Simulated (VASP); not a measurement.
**CuAu: vibrations by perturbation theory with PBEsol**

The system is CuAu.

```
Au Cu
1.0
     2.81075    0.00000    0.00000
     0.00000    2.81075    0.00000
     0.00000    0.00000    3.68500
Au Cu
1 1
Direct
  0.00000 0.00000 0.00000
  0.50000 0.50000 0.50000
```

| Item | Value |
| --- | --- |
| Program | VASP 6.6.1 |
| Task | vibrations by perturbation theory |
| Functional | PBEsol |
| Potentials or basis | VASP PAW PBE potentials, release 64 (Au, Cu) |
| Cutoff | 520 eV |
| k mesh | 8 × 8 × 6 |
| Occupations | fermi-dirac, width 0.05 eV |
| Spin | no spin polarisation |
| Dipole correction | no |
| Further INCAR settings | ALGO = Normal; EDIFF = 1e-08; NBANDS = 18; IBRION = 8; NSW = 1 |

| Property | Result |
| --- | --- |
| Highest phonon frequency at Γ, LO-TO splitting left out | 190 cm⁻¹ |

Phonon frequencies in cm⁻¹ (negative: imaginary):
```csv
q point,frequencies
"(0.000, 0.000, 0.000)",0 0 0 135 135 190
```

Wall time 2.4 min on 1 thread of Intel(R) Xeon(R) Platinum 8559C (Emerald Rapids), on a shared host, peak memory 0.29 GiB.

Caveat: the cell wasn't relaxed at this level first, which shifts response properties.
